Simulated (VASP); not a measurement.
# TiO2 (P4_2/mnm) in VASP: a series of runs

The runs below take TiO2 through single point, with r2SCAN+U.

Everything below comes from runs of VASP 6.6.1. Logs are shortened: lines on timing, memory, paths and dates and some standing lists are left out, and cuts for length are marked.

### 1 The cell of the first run

Symmetry: P4_2/mnm, No. 136, tetragonal system. The conventional cell has a = 4.230 Å, b = 4.230 Å, c = 2.753 Å, α = 90.00°, β = 90.00°, γ = 90.00°. Within 2.4 Å of Ti (site symmetry mmm) lie 6 O at 1.80 to 1.83 Å. O (site symmetry m2m) has 3 Ti at 1.80 to 1.83 Å and 1 O at 2.33 Å within 2.4 Å.

### 2 Single point, r2SCAN+U (strain -0.080 along x and y, -0.080 along z)

POSCAR reads:

```
TiO2
1.0
    4.2295744681      0.0000000000      0.0000000000
    0.0000000000      4.2295744681      0.0000000000
    0.0000000000      0.0000000000      2.7534534527
Ti O
2 4
Direct
    0.0000000000      0.0000000000      0.0000000000
    0.5000000000      0.5000000000      0.5000000000
    0.3051400959      0.3051400959      0.0000000000
    0.1948599041      0.8051400959      0.5000000000
    0.6948599041      0.6948599041      0.0000000000
    0.8051400959      0.1948599041      0.5000000000
```

INCAR.step1 reads:

```
SYSTEM = TiO2
PREC     = Accurate       ! precision mode
ENCUT    = 520            ! plane-wave cutoff, eV
ISMEAR   = 0              ! smearing method
SIGMA    = 0.05           ! smearing width, eV
LREAL    = .False.        ! projectors in reciprocal space
LASPH    = .True.         ! aspherical terms in the spheres
NELM     = 150            ! most SCF steps
LMAXMIX  = 4              ! l up to which the mixer works
LDAU     = .True.         ! DFT+U
LDAUTYPE = 2            
LDAUL    = 2 -1           ! shell
LDAUU    = 4 0            ! U, eV
LDAUJ    = 0 0          
NBANDS   = 33             ! bands
GGA      = PE             ! functional
ALGO     = Normal         ! electronic algorithm
EDIFF    = 1E-4           ! SCF threshold, eV
LWAVE    = .True.         ! write WAVECAR
LCHARG   = .False.        ! write CHGCAR
```

INCAR.step2 reads:

```
SYSTEM = TiO2
PREC     = Accurate       ! precision mode
ENCUT    = 520            ! plane-wave cutoff, eV
EDIFF    = 1E-7           ! SCF threshold, eV
ISMEAR   = 0              ! smearing method
SIGMA    = 0.05           ! smearing width, eV
LREAL    = .False.        ! projectors in reciprocal space
LASPH    = .True.         ! aspherical terms in the spheres
NELM     = 150            ! most SCF steps
ALGO     = Normal         ! electronic algorithm
ISIF     = 2              ! what is computed and relaxed
LWAVE    = .False.        ! write WAVECAR
LCHARG   = .True.         ! write CHGCAR
LMAXMIX  = 4              ! l up to which the mixer works
LDAU     = .True.         ! DFT+U
LDAUTYPE = 2            
LDAUL    = 2 -1           ! shell
LDAUU    = 4 0            ! U, eV
LDAUJ    = 0 0          
LDAUPRINT= 1            
METAGGA  = R2SCAN         ! meta-GGA
LMIXTAU  = .True.       
LELF     = .True.         ! ELF
LVHAR    = .True.       
NBANDS   = 33             ! bands
ISTART   = 1
```

KPOINTS reads:

```
regular mesh
0
Gamma
  6 6 8
  0 0 0
```

Potentials or basis: VASP PAW PBE potentials, release 64 (Ti_sv, O).

Run with:

```bash
$ cat potpaw_PBE.64/Ti_sv/POTCAR potpaw_PBE.64/O/POTCAR > POTCAR
$ cp INCAR.step1 INCAR
$ mpirun -np 1 vasp_std > vasp.out
$ cp INCAR.step2 INCAR
$ mpirun -np 1 vasp_std > vasp.out
```

OUTCAR:

```text
SYSTEM = TiO2
   PREC = Accurate
   ENCUT = 520
   EDIFF = 1E-7
   ISMEAR = 0
   LREAL = .False.
   LASPH = .True.
   NELM = 150
   ISIF = 2
   METAGGA = R2SCAN
   ISTART = 1

 ion  position               nearest neighbor table
   1  0.000  0.000  0.000-   4 1.80   6 1.80   4 1.80   6 1.80   5 1.83   3 1.83
   2  0.500  0.500  0.500-   3 1.80   5 1.80   3 1.80   5 1.80   4 1.83   6 1.83
   3  0.305  0.305  0.000-   2 1.80   2 1.80   1 1.83
   4  0.195  0.805  0.500-   1 1.80   1 1.80   2 1.83
   5  0.695  0.695  0.000-   2 1.80   2 1.80   1 1.83
   6  0.805  0.195  0.500-   1 1.80   1 1.80   2 1.83

  LATTYP: Found a simple tetragonal cell.
 ALAT       =     4.2295744681
 C/A-ratio  =     0.6510001121

  Lattice vectors:

 A1 = (   4.2295744681,   0.0000000000,   0.0000000000)
 A2 = (   0.0000000000,   4.2295744681,   0.0000000000)
 A3 = (   0.0000000000,   0.0000000000,   2.7534534527)

Analysis of symmetry for initial positions (statically):
=====================================================================
 Subroutine PRICEL returns:
 Original cell was already a primitive cell.

 Routine SETGRP: Setting up the symmetry group for a
 simple tetragonal supercell.

 Subroutine GETGRP returns: Found 16 space group operations
 (whereof  8 operations were pure point group operations)
 out of a pool of 16 trial point group operations.

The static configuration has the point symmetry D_2h.
 The point group associated with its full space group is D_4h.

Analysis of symmetry for dynamics (positions and initial velocities):
=====================================================================
 Subroutine PRICEL returns:
 Original cell was already a primitive cell.

 Routine SETGRP: Setting up the symmetry group for a
 simple tetragonal supercell.

 Subroutine GETGRP returns: Found 16 space group operations
 (whereof  8 operations were pure point group operations)
 out of a pool of 16 trial point group operations.

The dynamic configuration has the point symmetry D_2h.
 The point group associated with its full space group is D_4h.

 Subroutine INISYM returns: Found 16 space group operations
 (whereof  8 operations are pure point group operations),
 and found     1 'primitive' translations

----------------------------------------------------------------------------------------

                                     Primitive cell

  volume of cell :      49.2574

  direct lattice vectors                    reciprocal lattice vectors
     4.229574468  0.000000000  0.000000000     0.236430404  0.000000000  0.000000000
     0.000000000  4.229574468  0.000000000     0.000000000  0.236430404  0.000000000
     0.000000000  0.000000000  2.753453453     0.000000000  0.000000000  0.363180281

  length of vectors
     4.229574468  4.229574468  2.753453453     0.236430404  0.236430404  0.363180281

  position of ions in fractional coordinates (direct lattice)
     0.000000000  0.000000000  0.000000000
     0.500000000  0.500000000  0.500000000
     0.305140096  0.305140096  0.000000000
     0.194859904  0.805140096  0.500000000
     0.694859904  0.694859904  0.000000000
     0.805140096  0.194859904  0.500000000

  ion indices of the primitive-cell ions
   primitive index   ion index
                 1           1
                 2           2
                 3           3
                 4           4
                 5           5
                 6           6

----------------------------------------------------------------------------------------
[... 95 lines left out ...]
 LDA+U is selected, type is set to LDAUTYPE =  2
   angular momentum for each species LDAUL =     2   -1
   U (eV)           for each species LDAUU =   4.0  0.0
   J (eV)           for each species LDAUJ =   0.0  0.0
   METAGGA = R2SCAN    functional components
   LHFCALC =     F    Hartree Fock is set to
   AEXX    =    0.0000 exact exchange contribution
   IVDW    =     0    specifies the selected vdW correction
   LEPSILON=     F    determine dielectric tensor
   LRPA    =     F    only Hartree local field effects (RPA)
 non-spin polarized calculation
 Gauss-broadening in eV      SIGMA  =   0.05
  energy-cutoff  :      520.00
  volume of cell :       49.26
 maximum number of plane-waves:      1352
 NGX is ok and might be reduce to    32
   NGX = 15   NGY = 15   NGZ = 11

atom =   1  type =  1  l = 2

 onsite density matrix

spin component  1

  0.2437  0.0000 -0.0968  0.0000  0.0000
  0.0000  0.2224  0.0000 -0.1116  0.0000
 -0.0968  0.0000  0.1718  0.0000  0.0000
  0.0000 -0.1116  0.0000  0.2224  0.0000
  0.0000  0.0000  0.0000  0.0000  0.1072

spin component  2

  0.2437  0.0000 -0.0968  0.0000  0.0000
  0.0000  0.2224  0.0000 -0.1116  0.0000
 -0.0968  0.0000  0.1718  0.0000  0.0000
  0.0000 -0.1116  0.0000  0.2224  0.0000
  0.0000  0.0000  0.0000  0.0000  0.1072

 occupancies and eigenvectors

  o =  0.1044  v = -0.5709  0.0000 -0.8210  0.0000  0.0000  0.0000  0.0000  0.0000  0.0000  0.0000      0.0000  0.0000  0.0000  0.0000  0.0000  0.0000  0.0000  0.0000  0.0000  0.0000
  o =  0.1044  v =  0.0000  0.0000  0.0000  0.0000  0.0000 -0.5709  0.0000 -0.8210  0.0000  0.0000      0.0000  0.0000  0.0000  0.0000  0.0000  0.0000  0.0000  0.0000  0.0000  0.0000
  o =  0.1072  v = -0.0000 -0.0000 -0.0000 -0.0000 -1.0000  0.0000  0.0000  0.0000  0.0000  0.0000      0.0000  0.0000  0.0000  0.0000  0.0000  0.0000  0.0000  0.0000  0.0000  0.0000
  o =  0.1072  v =  0.0000  0.0000  0.0000  0.0000  0.0000 -0.0000 -0.0000 -0.0000 -0.0000 -1.0000      0.0000  0.0000  0.0000  0.0000  0.0000  0.0000  0.0000  0.0000  0.0000  0.0000
  o =  0.1108  v = -0.0000 -0.7071 -0.0000 -0.7071  0.0000  0.0000  0.0000  0.0000  0.0000  0.0000      0.0000  0.0000  0.0000  0.0000  0.0000  0.0000  0.0000  0.0000  0.0000  0.0000
  o =  0.1108  v =  0.0000  0.0000  0.0000  0.0000  0.0000 -0.0000 -0.7071 -0.0000 -0.7071  0.0000      0.0000  0.0000  0.0000  0.0000  0.0000  0.0000  0.0000  0.0000  0.0000  0.0000
  o =  0.3111  v = -0.8210 -0.0000  0.5709  0.0000  0.0000  0.0000  0.0000  0.0000  0.0000  0.0000      0.0000  0.0000  0.0000  0.0000  0.0000  0.0000  0.0000  0.0000  0.0000  0.0000
  o =  0.3111  v =  0.0000  0.0000  0.0000  0.0000  0.0000 -0.8210 -0.0000  0.5709  0.0000  0.0000      0.0000  0.0000  0.0000  0.0000  0.0000  0.0000  0.0000  0.0000  0.0000  0.0000
  o =  0.3340  v =  0.0000 -0.7071 -0.0000  0.7071 -0.0000  0.0000  0.0000  0.0000  0.0000  0.0000      0.0000  0.0000  0.0000  0.0000  0.0000  0.0000  0.0000  0.0000  0.0000  0.0000
  o =  0.3340  v =  0.0000  0.0000  0.0000  0.0000  0.0000  0.0000 -0.7071 -0.0000  0.7071 -0.0000      0.0000  0.0000  0.0000  0.0000  0.0000  0.0000  0.0000  0.0000  0.0000  0.0000

atom =   2  type =  1  l = 2

 onsite density matrix

spin component  1

  0.2437  0.0000  0.0968  0.0000  0.0000
  0.0000  0.2224  0.0000  0.1116  0.0000
  0.0968  0.0000  0.1718  0.0000 -0.0000
  0.0000  0.1116  0.0000  0.2224  0.0000
  0.0000  0.0000 -0.0000  0.0000  0.1072

spin component  2

  0.2437  0.0000  0.0968  0.0000  0.0000
  0.0000  0.2224  0.0000  0.1116  0.0000
  0.0968  0.0000  0.1718  0.0000 -0.0000
  0.0000  0.1116  0.0000  0.2224  0.0000
  0.0000  0.0000 -0.0000  0.0000  0.1072

 occupancies and eigenvectors

  o =  0.1044  v = -0.5709 -0.0000  0.8210  0.0000  0.0000  0.0000  0.0000  0.0000  0.0000  0.0000      0.0000  0.0000  0.0000  0.0000  0.0000  0.0000  0.0000  0.0000  0.0000  0.0000
  o =  0.1044  v =  0.0000  0.0000  0.0000  0.0000  0.0000 -0.5709 -0.0000  0.8210  0.0000  0.0000      0.0000  0.0000  0.0000  0.0000  0.0000  0.0000  0.0000  0.0000  0.0000  0.0000
  o =  0.1072  v = -0.0000  0.0000  0.0000  0.0000 -1.0000  0.0000  0.0000  0.0000  0.0000  0.0000      0.0000  0.0000  0.0000  0.0000  0.0000  0.0000  0.0000  0.0000  0.0000  0.0000
  o =  0.1072  v =  0.0000  0.0000  0.0000  0.0000  0.0000 -0.0000  0.0000  0.0000  0.0000 -1.0000      0.0000  0.0000  0.0000  0.0000  0.0000  0.0000  0.0000  0.0000  0.0000  0.0000
  o =  0.1108  v =  0.0000  0.7071  0.0000 -0.7071  0.0000  0.0000  0.0000  0.0000  0.0000  0.0000      0.0000  0.0000  0.0000  0.0000  0.0000  0.0000  0.0000  0.0000  0.0000  0.0000
  o =  0.1108  v =  0.0000  0.0000  0.0000  0.0000  0.0000  0.0000  0.7071  0.0000 -0.7071  0.0000      0.0000  0.0000  0.0000  0.0000  0.0000  0.0000  0.0000  0.0000  0.0000  0.0000
  o =  0.3111  v = -0.8210 -0.0000 -0.5709  0.0000  0.0000  0.0000  0.0000  0.0000  0.0000  0.0000      0.0000  0.0000  0.0000  0.0000  0.0000  0.0000  0.0000  0.0000  0.0000  0.0000
  o =  0.3111  v =  0.0000  0.0000  0.0000  0.0000  0.0000 -0.8210 -0.0000 -0.5709  0.0000  0.0000      0.0000  0.0000  0.0000  0.0000  0.0000  0.0000  0.0000  0.0000  0.0000  0.0000
  o =  0.3340  v =  0.0000  0.0000  0.0000  0.0000  0.0000  0.0000  0.7071  0.0000  0.7071  0.0000      0.0000  0.0000  0.0000  0.0000  0.0000  0.0000  0.0000  0.0000  0.0000  0.0000
  o =  0.3340  v =  0.0000  0.7071  0.0000  0.7071  0.0000  0.0000  0.0000  0.0000  0.0000  0.0000      0.0000  0.0000  0.0000  0.0000  0.0000  0.0000  0.0000  0.0000  0.0000  0.0000

 number of electron      48.0000001 magnetization

 Free energy of the ion-electron system (eV)
  ---------------------------------------------------
  ext. energy  EPLUGINS =         0.00000000
  ---------------------------------------------------
  free energy    TOTEN  =       -60.39861725 eV

  energy without entropy =      -60.39861725  energy(sigma->0) =      -60.39861725

 E-fermi :   7.7352     XC(G=0): -13.5798

 val. band max:        7.5374918022   @ k =   0.0000   0.0000   0.0000
 cond. band min:      11.0290846227   @ k =   0.0000   0.0000   0.0000
 fundamental gap:      3.4915928205
 Fermi energy:         7.7352093179

 k-point     1 :       0.0000    0.0000    0.0000
  band No.  band energies     occupation
      1     -51.5083      2.00000
      2     -51.4478      2.00000
      3     -27.1041      2.00000
      4     -27.1041      2.00000
      5     -26.6503      2.00000
      6     -26.6503      2.00000
[... 853 lines left out ...]
     32      15.1395      0.00000
     33      16.9696      0.00000

 [... further k-points ...]

------------------------ aborting loop because EDIFF is reached ----------------------------------------

  FORCE on cell =-STRESS in cart. coord.  units (eV):
  Direction    XX          YY          ZZ          XY          YZ          ZX
  --------------------------------------------------------------------------------------
  -------------------------------------------------------------------------------------
  Total       32.0091318     32.0091318     40.8698812     -0.0000000      0.0000000      0.0000000
  in kB     1041.1501995   1041.1501995   1329.3607958     -0.0000000      0.0000000      0.0000000
  external PRESSURE =    1137.2203983 kB  Pullay stress =       0.0000000 kB

 VOLUME and BASIS-vectors are now :
 -----------------------------------------------------------------------------
  energy-cutoff  :      520.00
  volume of cell :       49.26
      direct lattice vectors                 reciprocal lattice vectors
     4.229574468  0.000000000  0.000000000     0.236430404  0.000000000  0.000000000
     0.000000000  4.229574468  0.000000000     0.000000000  0.236430404  0.000000000
     0.000000000  0.000000000  2.753453453     0.000000000  0.000000000  0.363180281

 POSITION                                       TOTAL-FORCE (eV/Angst)
 -----------------------------------------------------------------------------------
      0.00000      0.00000      0.00000         0.000000      0.000000     -0.000000
      2.11479      2.11479      1.37673         0.000000      0.000000     -0.000000
      1.29061      1.29061      0.00000        -1.233803     -1.233803     -0.000000
      0.82417      3.40540      1.37673         1.233803     -1.233803     -0.000000
      2.93896      2.93896      0.00000         1.233803      1.233803      0.000000
      3.40540      0.82417      1.37673        -1.233803      1.233803      0.000000
 -----------------------------------------------------------------------------------
    total drift:                                0.000000      0.000000     -0.000000

  FREE ENERGIE OF THE ION-ELECTRON SYSTEM (eV)
  ---------------------------------------------------
  free  energy   TOTEN  =       -60.3986172492 eV

  energy  without entropy=      -60.3986172491  energy(sigma->0) =      -60.39861725
```

It took 4.2 min on 1 thread of AMD EPYC 7R13 (Zen 3), shared host; peak memory 0.18 GiB.

Results:

* Free energy: -60.3986 eV
* Pressure: 113.7 GPa
* Largest force: 1.745 eV/Å
* Band gap on the k mesh: 3.49 eV

Forces on the atoms (eV/Å):
```
Ti   0.000  0.000  0.000
Ti   0.000  0.000  0.000
O   -1.234 -1.234  0.000
O    1.234 -1.234  0.000
O    1.234  1.234  0.000
O   -1.234  1.234  0.000
```

Eigenvalues of the final occupation matrices:
| site | spin | trace | eigenvalues |
| --- | --- | --- | --- |
| site 1 d | 1 | 0.97 | 0.10 0.11 0.11 0.31 0.33 |
| site 1 d | 2 | 0.97 | 0.10 0.11 0.11 0.31 0.33 |
| site 2 d | 1 | 0.97 | 0.10 0.11 0.11 0.31 0.33 |
| site 2 d | 2 | 0.97 | 0.10 0.11 0.11 0.31 0.33 |

Caveat: the cell differs from its parent crystal (strain -0.080 along x and y, -0.080 along z); the stress differs along the axes, from 104 to 133 GPa; the PAW data sets were made with another functional, which shifts forces and pressure a little. A k mesh can miss the band edges.

### 3 Single point, r2SCAN+U (strain -0.080 along x and y, -0.040 along z)

POSCAR, as its differences from that of step 2:

```diff
@@ -4,3 +4,3 @@
     0.0000000000      4.2295744681      0.0000000000
-    0.0000000000      0.0000000000      2.7534534527
+    0.0000000000      0.0000000000      2.8731688202
 Ti O
```

INCAR.step1 reads:

```
SYSTEM = TiO2
PREC = Accurate
ENCUT = 520
ISMEAR = 0
SIGMA = 0.05
LREAL = .FALSE.
LASPH = .TRUE.
NELM = 150
LMAXMIX = 4
LDAU = .TRUE.
LDAUTYPE = 2
LDAUL = 2 -1
LDAUU = 4 0
LDAUJ = 0 0
NBANDS = 33
GGA = PE
ALGO = Normal
EDIFF = 1E-4
LWAVE = .TRUE.
LCHARG = .FALSE.
```

INCAR.step2 reads:

```
SYSTEM = TiO2
PREC = Accurate
ENCUT = 520
EDIFF = 1E-7
ISMEAR = 0
SIGMA = 0.05
LREAL = .FALSE.
LASPH = .TRUE.
NELM = 150
ALGO = Normal
ISIF = 2
LWAVE = .FALSE.
LCHARG = .FALSE.
LMAXMIX = 4
LDAU = .TRUE.
LDAUTYPE = 2
LDAUL = 2 -1
LDAUU = 4 0
LDAUJ = 0 0
LDAUPRINT = 1
METAGGA = R2SCAN
LMIXTAU = .TRUE.
NBANDS = 33
ISTART = 1
```

KPOINTS reads:

```
regular mesh
0
G
  6 6 8
  0 0 0
```

Potentials or basis: VASP PAW PBE potentials, release 64 (Ti_sv, O).

Run with:

```bash
$ cat potpaw_PBE.64/Ti_sv/POTCAR potpaw_PBE.64/O/POTCAR > POTCAR
$ cp INCAR.step1 INCAR
$ mpirun -np 1 vasp_std > vasp.out
$ cp INCAR.step2 INCAR
$ mpirun -np 1 vasp_std > vasp.out
```

It took 5.1 min on 1 thread of AMD EPYC 7R13 (Zen 3), shared host; peak memory 0.18 GiB.

It converged, with:

```
Free energy            : -61.8559 eV
Pressure               : 84.9 GPa
Largest force          : 0.701 eV/Å
Band gap on the k mesh : 3.37 eV
```

Forces on the atoms (eV/Å):
```
Ti   0.000  0.000  0.000
Ti   0.000  0.000  0.000
O   -0.495 -0.495  0.000
O    0.495 -0.495  0.000
O    0.495  0.495  0.000
O   -0.495  0.495  0.000
```

Stress tensor (GPa, compression positive):
```
84.34  0.00  0.00
 0.00 84.34  0.00
 0.00  0.00 86.14
```

Levels at points of the mesh, in eV from the valence-band top:
```csv
k point,band 22,band 23,band 24,band 25,band 26,band 27
"(0.00, 0.00, 0.00)",-0.45,-0.45,0.00,3.37,3.91,4.06
"(0.50, 0.00, 0.00)",-2.22,-1.01,-1.01,4.35,4.35,4.98
"(0.50, 0.50, 0.00)",-1.77,-1.02,-1.02,3.50,3.50,4.14
"(0.00, 0.00, 0.50)",-2.76,-1.58,-1.58,4.79,4.79,4.94
"(0.50, 0.00, 0.50)",-2.39,-1.41,-1.41,3.43,3.43,4.93
"(0.50, 0.50, 0.50)",-1.69,-0.69,-0.69,4.29,4.29,4.93
```

Eigenvalues of the final occupation matrices:
```csv
site,spin,trace,eigenvalues
site 1 d,1,0.91,0.09 0.10 0.11 0.30 0.31
site 1 d,2,0.91,0.09 0.10 0.11 0.30 0.31
site 2 d,1,0.91,0.09 0.10 0.11 0.30 0.31
site 2 d,2,0.91,0.09 0.10 0.11 0.30 0.31
```

Caveat: the cell differs from its parent crystal (strain -0.080 along x and y, -0.040 along z); the cell stands under pressure; the PAW data sets were made with another functional, which shifts forces and pressure a little. A k mesh can miss the band edges.
